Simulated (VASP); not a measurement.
# Ag: relaxation of cell and atoms with PBE

Ag:

```
CELL_PARAMETERS angstrom
0.00000 2.04500 2.04500
2.04500 0.00000 2.04500
2.04500 2.04500 0.00000
ATOMIC_POSITIONS crystal
Ag 0.00000 0.00000 0.00000
```

```json
{
  "Program": "VASP 6.6.1",
  "Task": "relaxation of cell and atoms",
  "Functional": "PBE",
  "Potentials or basis": "VASP PAW PBE potentials, release 64 (Ag)",
  "Cutoff": "500 eV",
  "k mesh": "20 × 20 × 20",
  "Occupations": "fermi-dirac, width 0.1 eV",
  "Spin": "no spin polarisation",
  "Dipole correction": "no",
  "Further INCAR settings": "ALGO = Normal; EDIFF = 1e-07; IBRION = 2; EDIFFG = -0.03; NSW = 60; ISIF = 3"
}
```

```
Relaxed volume                        : 17.83 Å³/atom
Relaxed cell                          : a = 2.932 Å, b = 2.932 Å, c = 2.932 Å, α = 60.00°, β = 60.00°, γ = 60.00°
Space group after relaxing (to 0.1 Å) : Fm-3m (No. 225)
Energy gained by relaxing             : 9.1 meV/atom
Ionic steps                           : 3
Pressure after relaxing               : 0.0 GPa
Band gap on the k mesh                : zero (an odd number of electrons rules out a gap without spin polarisation)
```

The path:
| step | energy change (eV) | largest force (eV/Å) | pressure (GPa) | volume (Å³) |
| --- | --- | --- | --- | --- |
| 1 | 0.0000 | 0.0000 | 4.24 | 17.10 |
| 2 | -0.0065 | 0.0000 | -1.95 | 18.25 |
| 3 | -0.0091 | 0.0000 | 0.01 | 17.83 |

Final structure:
```yaml
crystal:
  lattice:
    - [0.00000, 2.07351, 2.07351]
    - [2.07351, 0.00000, 2.07351]
    - [2.07351, 2.07351, 0.00000]
  atoms:
    - { symbol: Ag, position: [0.00000, 0.00000, 0.00000] }
```

Levels at points of the mesh, in eV from the Fermi level:
```
           k point  band 2  band 3  band 4  band 5  band 6  band 7  band 8  band 9
(0.00, 0.00, 0.00)   -4.67   -4.67   -4.67   -3.71   -3.71   15.90   19.22   19.22
(0.50, 0.00, 0.00)   -4.69   -4.69   -2.98   -2.98   -0.30    3.34   15.13   17.39
(0.50, 0.50, 0.00)   -6.05   -3.01   -2.79   -2.79    1.63    6.38   10.42   10.42
```

Wall time 32 s on 1 thread of Intel(R) Xeon(R) Platinum 8559C (Emerald Rapids) (shared host), peak memory 0.18 GiB.
